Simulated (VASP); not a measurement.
# SnO2 (Pnnm) in VASP: a series of runs

The runs below take SnO2 through single point, with LDA.

Program: VASP 6.6.1. These are calculated values, not measurements. Logs are shortened: lines on timing, memory, paths and dates and some standing lists are left out, and cuts for length are marked.

### 1 The cell of the first run

Symmetry: Pnnm, No. 58, orthorhombic system. The conventional cell has a = 4.717 Å, b = 4.727 Å, c = 3.186 Å, α = 90.00°, β = 90.00°, γ = 90.00°. Within 2.7 Å of Sn (site symmetry 2/m) lie 6 O at 2.04 to 2.05 Å. O (site symmetry m) has 3 Sn at 2.04 to 2.05 Å and 1 O at 2.59 Å within 2.7 Å.

### 2 Single point, LDA

Contents of INCAR:

```
PREC     = Accurate       # precision mode
ENCUT    = 520            # plane-wave cutoff, eV
EDIFF    = 1E-6           # SCF threshold, eV
ISMEAR   = 0              # smearing method
SIGMA    = 0.1            # smearing width, eV
LREAL    = F              # projectors in reciprocal space
LASPH    = T              # aspherical terms in the spheres
NELM     = 100            # most SCF steps
ALGO     = Normal         # electronic algorithm
ISIF     = 2              # what is computed and relaxed
LWAVE    = F              # write WAVECAR
LCHARG   = F              # write CHGCAR
GGA      = CA             # functional
NBANDS   = 35             # bands
```

Contents of KPOINTS:

```
Automatic mesh
0
Gamma
  4 4 6
```

Contents of POSCAR:

```
SnO2
1.0
    4.7174168654      0.0000000000      0.0000000000
    0.0000000000      4.7273976001      0.0000000000
    0.0000000000      0.0000000000      3.1856068968
Sn O
2 4
Direct
    0.5000000000      0.5000000000      0.5000000000
    0.0000000000      0.0000000000      0.0000000000
    0.3042642977      0.3078616647      0.0000000000
    0.8042642977      0.1921383353      0.5000000000
    0.1957357023      0.8078616647      0.5000000000
    0.6957357023      0.6921383353      0.0000000000
```

Potentials or basis: VASP PAW LDA potentials, release 64 (Sn_d, O).

Launch:

```sh
$ cat potpaw_LDA.64/Sn_d/POTCAR potpaw_LDA.64/O/POTCAR > POTCAR
$ mpirun -np 1 vasp_std > vasp.out
```

OUTCAR:

```text
PREC = Accurate
   ENCUT = 520
   EDIFF = 1E-6
   ISMEAR = 0
   LREAL = F
   LASPH = T
   NELM = 100
   ISIF = 2
   GGA = CA

 ion  position               nearest neighbor table
   1  0.500  0.500  0.500-   4 2.04   5 2.04   3 2.05   6 2.05   3 2.05   6 2.05   2 3.70   2 3.70
                             2 3.70   2 3.70   2 3.70   2 3.70   2 3.70   2 3.70
   2  0.000  0.000  0.000-   3 2.04   6 2.04   5 2.05   4 2.05   4 2.05   5 2.05   1 3.70   1 3.70
                             1 3.70   1 3.70   1 3.70   1 3.70   1 3.70   1 3.70
   3  0.304  0.308  0.000-   2 2.04   1 2.05   1 2.05
   4  0.804  0.192  0.500-   1 2.04   2 2.05   2 2.05
   5  0.196  0.808  0.500-   1 2.04   2 2.05   2 2.05
   6  0.696  0.692  0.000-   2 2.04   1 2.05   1 2.05

  LATTYP: Found a simple orthorhombic cell.
 ALAT       =     3.1856068968
 B/A-ratio  =     1.4808534192
 C/A-ratio  =     1.4839864909

  Lattice vectors:

 A1 = (   0.0000000000,   0.0000000000,   3.1856068968)
 A2 = (   4.7174168654,   0.0000000000,   0.0000000000)
 A3 = (   0.0000000000,   4.7273976001,   0.0000000000)

Analysis of symmetry for initial positions (statically):
=====================================================================
 Subroutine PRICEL returns:
 Original cell was already a primitive cell.

 Routine SETGRP: Setting up the symmetry group for a
 simple orthorhombic supercell.

 Subroutine GETGRP returns: Found  8 space group operations
 (whereof  4 operations were pure point group operations)
 out of a pool of  8 trial point group operations.

The static configuration has the point symmetry C_2h.
 The point group associated with its full space group is D_2h.

Analysis of symmetry for dynamics (positions and initial velocities):
=====================================================================
 Subroutine PRICEL returns:
 Original cell was already a primitive cell.

 Routine SETGRP: Setting up the symmetry group for a
 simple orthorhombic supercell.

 Subroutine GETGRP returns: Found  8 space group operations
 (whereof  4 operations were pure point group operations)
 out of a pool of  8 trial point group operations.

The dynamic configuration has the point symmetry C_2h.
 The point group associated with its full space group is D_2h.

 Subroutine INISYM returns: Found  8 space group operations
 (whereof  4 operations are pure point group operations),
 and found     1 'primitive' translations

----------------------------------------------------------------------------------------

                                     Primitive cell
[... 104 lines left out ...]
   NFREE  =      0    steps in history (QN), initial steepest desc. (CG)
   ISIF   =      2    stress and relaxation
   ISYM   =      2    0-nonsym 1-usesym 2-fastsym
   POTIM  = 0.5000    time-step for ionic-motion
   TEBEG  =    0.0;   TEEND  =   0.0 temperature during run
   PSTRESS=    0.0 pullay stress
   NELECT =      52.0000    total number of electrons
   NUPDOWN=      -1.0000    fix difference up-down
   EMIN   =  10.00;   EMAX   =-10.00  energy-range for DOS
   EFERMI =   0.00;   METHOD = LEGACY
   ISMEAR =     0;   SIGMA  =   0.10  broadening in eV -4-tet -1-fermi 0-gaus
   EFERMI_NEDOS =   21; number of points for ismear=-14 and -15
   IALGO  =     38    algorithm
   IMIX   =      4    mixing-type and parameters
     AMIX     =   0.40;   BMIX     =  1.00
     AMIX_MAG =   1.60;   BMIX_MAG =  1.00
  volume/ion in A,a.u.               =      11.84        79.90
  Fermi-wavevector in a.u.,A,eV,Ry     =   1.475377  2.788059 29.616320  2.176738
  Thomas-Fermi vector in A             =   2.590034
   LORBIT       =      0    0 simple, 1 ext, 2 COOP (PROOUT), +10 PAW based schemes
   GGA     = CA    functional components
   LHFCALC =     F    Hartree Fock is set to
   AEXX    =    0.0000 exact exchange contribution
   IVDW    =     0    specifies the selected vdW correction
   LEPSILON=     F    determine dielectric tensor
   LRPA    =     F    only Hartree local field effects (RPA)
 non-spin polarized calculation
 Gauss-broadening in eV      SIGMA  =   0.10
  energy-cutoff  :      520.00
  volume of cell :       71.04
 maximum number of plane-waves:      1936
 NGX is ok and might be reduce to    36
   NGX = 17   NGY = 17   NGZ = 11

 number of electron      51.9999989 magnetization

 Free energy of the ion-electron system (eV)
  ---------------------------------------------------
  ext. energy  EPLUGINS =         0.00000000
  ---------------------------------------------------
  free energy    TOTEN  =       -42.27727602 eV

  energy without entropy =      -42.27727602  energy(sigma->0) =      -42.27727602

 E-fermi :   6.3942     XC(G=0): -11.8382

 val. band max:        5.9512248418   @ k =   0.0000   0.0000   0.0000
 cond. band min:       7.1704093536   @ k =   0.0000   0.0000   0.0000
 fundamental gap:      1.2191845118
 Fermi energy:         6.3942122591

 k-point     1 :       0.0000    0.0000    0.0000
  band No.  band energies     occupation
      1     -15.0700      2.00000
      2     -14.2897      2.00000
      3     -14.0085      2.00000
      4     -13.9897      2.00000
      5     -13.9891      2.00000
      6     -13.9090      2.00000
[... 901 lines left out ...]
     34      17.4261      0.00000
     35      18.4178      0.00000

 [... further k-points ...]

------------------------ aborting loop because EDIFF is reached ----------------------------------------

  FORCE on cell =-STRESS in cart. coord.  units (eV):
  Direction    XX          YY          ZZ          XY          YZ          ZX
  --------------------------------------------------------------------------------------
  -------------------------------------------------------------------------------------
  Total        0.5139660      0.5007336      0.9059220      0.0000000      0.0000000      0.0000000
  in kB       11.5911465     11.2927257     20.4306800      0.0000000      0.0000000      0.0000000
  external PRESSURE =      14.4381841 kB  Pullay stress =       0.0000000 kB

 VOLUME and BASIS-vectors are now :
 -----------------------------------------------------------------------------
  energy-cutoff  :      520.00
  volume of cell :       71.04
      direct lattice vectors                 reciprocal lattice vectors
     4.717416865  0.000000000  0.000000000     0.211980418  0.000000000  0.000000000
     0.000000000  4.727397600  0.000000000     0.000000000  0.211532874  0.000000000
     0.000000000  0.000000000  3.185606897     0.000000000  0.000000000  0.313911927

 POSITION                                       TOTAL-FORCE (eV/Angst)
 -----------------------------------------------------------------------------------
      2.35871      2.36370      1.59280         0.000000      0.000000      0.000000
      0.00000      0.00000      0.00000         0.000000      0.000000      0.000000
      1.43534      1.45538      0.00000        -0.018908     -0.025950      0.000000
      3.79405      0.90831      1.59280        -0.018908      0.025950      0.000000
      0.92337      3.81908      1.59280         0.018908     -0.025950     -0.000000
      3.28208      3.27201      0.00000         0.018908      0.025950     -0.000000
 -----------------------------------------------------------------------------------
    total drift:                                0.000000      0.000000      0.000000

  FREE ENERGIE OF THE ION-ELECTRON SYSTEM (eV)
  ---------------------------------------------------
  free  energy   TOTEN  =       -42.2772760244 eV

  energy  without entropy=      -42.2772760244  energy(sigma->0) =      -42.27727602
```

stdout:

```text
POSCAR found type information on POSCAR SnO
 POSCAR found :  2 types and       6 ions
 scaLAPACK will be used
 LDA part: xc-table for (Slater(with rela. corr.)+CA(PZ))
 , standard interpolation
 POSCAR, INCAR and KPOINTS ok, starting setup
 FFT: planning ... GRIDC
 FFT: planning ... GRID_SOFT
 FFT: planning ... GRID
 WAVECAR not read
 entering main loop
```

Wall time 2.2 min (1 thread of Intel Xeon 8259CL, shared host); peak memory 0.2 GiB.

Results:

| Item | Value |
| --- | --- |
| Free energy | -42.2773 eV |
| Pressure | 1.4 GPa |
| Largest force | 0.032 eV/Å |
| Band gap on the k mesh | 1.22 eV |

Forces in eV/Å, atoms in the order of the input:
```
Sn   0.000  0.000  0.000
Sn   0.000  0.000  0.000
O   -0.019 -0.026  0.000
O   -0.019  0.026  0.000
O    0.019 -0.026  0.000
O    0.019  0.026  0.000
```

Stress tensor (GPa, compression positive):
```
1.16 0.00 0.00
0.00 1.13 0.00
0.00 0.00 2.04
```

Levels at points of the mesh, in eV from the valence-band top:
```
           k point  band 22  band 23  band 24  band 25  band 26  band 27  band 28  band 29  band 30  band 31
(0.00, 0.00, 0.00)    -1.27    -1.27    -0.81    -0.81     0.00     1.22     5.99     6.09     6.11    10.12
(0.50, 0.00, 0.00)    -2.02    -1.23    -1.23    -0.65    -0.65     4.36     4.36     6.82     6.82    10.85
(0.00, 0.50, 0.00)    -2.05    -1.23    -1.23    -0.66    -0.66     4.38     4.38     6.88     6.88    10.83
(0.50, 0.50, 0.00)    -2.07    -1.36    -1.36    -0.92    -0.92     4.77     4.77     7.34     7.34    10.84
(0.00, 0.00, 0.50)    -2.71    -1.73    -1.73    -1.29    -1.29     6.09     6.09     9.55     9.55    10.43
(0.50, 0.00, 0.50)    -1.81    -1.13    -1.13    -0.73    -0.73     6.38     6.38     7.92     7.92    10.76
(0.00, 0.50, 0.50)    -1.77    -1.16    -1.16    -0.71    -0.71     6.37     6.37     7.89     7.89    10.83
(0.50, 0.50, 0.50)    -2.44    -0.99    -0.99    -0.85    -0.85     4.74     4.74     8.65     8.65    10.80
```

Caveat: spin-orbit coupling is left out, which moves the levels of the heavy elements.

### 3 Single point, LDA

Contents of INCAR:

```
PREC = Accurate
ENCUT = 520
EDIFF = 1E-6
ISMEAR = 0
SIGMA = 0.02
LREAL = F
LASPH = T
NELM = 80
ALGO = Normal
ISIF = 2
LWAVE = F
LCHARG = F
GGA = CA
NBANDS = 35
```

Contents of KPOINTS:

```
regular mesh
0
Gamma
  6 6 8
```

Contents of POSCAR:

```
SnO2
1.0
    4.7200722904      0.0000000000      0.0000000000
    0.0000000000      4.7205818757      0.0000000000
    0.0000000000      0.0000000000      3.1887772186
Sn O
2 4
Direct
    0.5000000000      0.5000000000      0.5000000000
    0.0000000000      0.0000000000      0.0000000000
    0.3059913680      0.3061681131      0.0000000000
    0.8059913680      0.1938318869      0.5000000000
    0.1940086320      0.8061681131      0.5000000000
    0.6940086320      0.6938318869      0.0000000000
```

Potentials or basis: VASP PAW LDA potentials, release 64 (Sn_d, O).

Launch:

```sh
$ cat potpaw_LDA.64/Sn_d/POTCAR potpaw_LDA.64/O/POTCAR > POTCAR
$ mpirun -np 1 vasp_std > vasp.out
```

It took 4.3 min on 1 thread of Intel Xeon 8259CL, shared host; peak memory 0.26 GiB.

The run converged. Its results:

| Item | Value |
| --- | --- |
| Free energy | -42.2790 eV |
| Pressure | 1.4 GPa |
| Largest force | 0.028 eV/Å |
| Band gap on the k mesh | 1.21 eV |

Forces in eV/Å, atoms in the order of the input:
```
Sn   0.000  0.000  0.000
Sn   0.000  0.000  0.000
O   -0.020 -0.020  0.000
O   -0.020  0.020  0.000
O    0.020 -0.020  0.000
O    0.020  0.020  0.000
```

Stress tensor (GPa, compression positive):
```
1.20 0.00 0.00
0.00 1.20 0.00
0.00 0.00 1.77
```

Levels at points of the mesh, in eV from the valence-band top:
| k point | band 24 | band 25 | band 26 | band 27 | band 28 | band 29 |
| --- | --- | --- | --- | --- | --- | --- |
| (0.00, 0.00, 0.00) | -0.81 | -0.81 | 0.00 | 1.21 | 5.97 | 6.08 |
| (0.50, 0.00, 0.00) | -1.24 | -0.65 | -0.65 | 4.37 | 4.37 | 6.84 |
| (0.00, 0.50, 0.00) | -1.24 | -0.65 | -0.65 | 4.37 | 4.37 | 6.84 |
| (0.50, 0.50, 0.00) | -1.36 | -0.92 | -0.92 | 4.76 | 4.76 | 7.34 |
| (0.00, 0.00, 0.50) | -1.74 | -1.29 | -1.29 | 6.09 | 6.09 | 9.55 |
| (0.50, 0.00, 0.50) | -1.14 | -0.72 | -0.72 | 6.37 | 6.37 | 7.91 |
| (0.00, 0.50, 0.50) | -1.14 | -0.72 | -0.72 | 6.37 | 6.37 | 7.91 |
| (0.50, 0.50, 0.50) | -0.99 | -0.85 | -0.85 | 4.74 | 4.74 | 8.65 |

Caveat: spin-orbit coupling is left out, which moves the levels of the heavy elements.
